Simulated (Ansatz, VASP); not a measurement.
# Two plane-wave programs on Ir

```xyz
2
Lattice="-2.4266 2.4266 1.3767 2.4266 -2.4266 1.3767 2.4266 2.4266 -1.3767" Properties=species:S:1:pos:R:3 pbc="T T T"
Ir    0.0000    0.0000    0.0000
Ir    0.0000    2.4266    0.6883
```

Alike in both runs: functional PBE; k mesh 22 × 22 × 22; occupations gaussian, width 0.1 eV; no spin polarisation.

Ansatz relaxed the structure, and its values are those at the end. VASP's run is a single point on that final structure, the one shown.

|  | VASP | Ansatz |
| --- | --- | --- |
| version | VASP 6.6.1 | Ansatz 0.2.0 |
| potentials or method | VASP PAW PBE potentials, release 64 (Ir), cutoff 520 eV | scalar-relativistic, plane waves, PAW |
| valence electrons in the cell | 18 | 34 |

Ansatz gave:

```
gap on the k mesh at the Fermi level (eV) : none
pressure (GPa)                            : 0.0
```

Task: What did VASP give for the same quantities?

Result: gap on the k mesh at the Fermi level (eV): none; pressure (GPa): 0.3.

A gap of «none» marks a metal or a gap that the smearing closes. VASP's potentials hold 18 valence electrons a cell and Ansatz's 34, so a difference there can come from the potentials and not from the codes.

Neither program's run includes spin-orbit coupling.
